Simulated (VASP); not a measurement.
Input of a VASP 6.6.1 run:

Contents of POSCAR:

```
ZnHgO2
1.0
    3.3593264622      0.0000000000      0.0000000000
    0.0000000000      3.3593264622      0.0000000000
    0.0000000000      0.0000000000      5.2444904489
Zn O Hg
1 2 1
Direct
    0.0000000000      0.0000000000      0.0000000000
    0.0000000000      0.5000000000      0.2034319238
    0.5000000000      0.0000000000      0.7965680762
    0.5000000000      0.5000000000      0.5000000000
```

File INCAR.step1:

```
ALGO = Normal
EDIFF = 1E-5
ENCUT = 660
GGA = PE
GGA_COMPAT = False
ISMEAR = -1
LASPH = True
LCHARG = False
LREAL = False
LWAVE = True
NBANDS = 30
NELM = 120
PREC = Accurate
SIGMA = 0.02
```

INCAR.step2

```
ALGO = Normal
EDIFF = 1E-6
ENCUT = 660
GGA_COMPAT = False
ISIF = 2
ISMEAR = -1
ISTART = 1
LASPH = True
LCHARG = False
LMIXTAU = True
LREAL = False
LWAVE = False
METAGGA = R2SCAN
NBANDS = 30
NELM = 120
PREC = Accurate
SIGMA = 0.02
```

KPOINTS

```
k-points
0
Gamma
  6 6 4
```

Potentials or basis: VASP PAW PBE potentials, release 64 (Zn, O, Hg_sv_GW).

Run with:

```sh
$ cat potpaw_PBE.64/Zn/POTCAR potpaw_PBE.64/O/POTCAR potpaw_PBE.64/Hg_sv_GW/POTCAR > POTCAR
$ cp INCAR.step1 INCAR
$ mpirun -np 1 vasp_std > vasp.out
$ cp INCAR.step2 INCAR
$ mpirun -np 1 vasp_std > vasp.out
```

(1) What does it give for the band gap on the k mesh?

(2) Estimate the largest force.

(3) Estimate the pressure.

Results:

(1) zero (filled and empty bands touch).

(2) 0.071 eV/Å.

(3) -3.3 GPa.

Caveat: the PAW data sets were made with another functional, which shifts forces and pressure a little; spin-orbit coupling is left out, which moves the levels of the heavy elements.
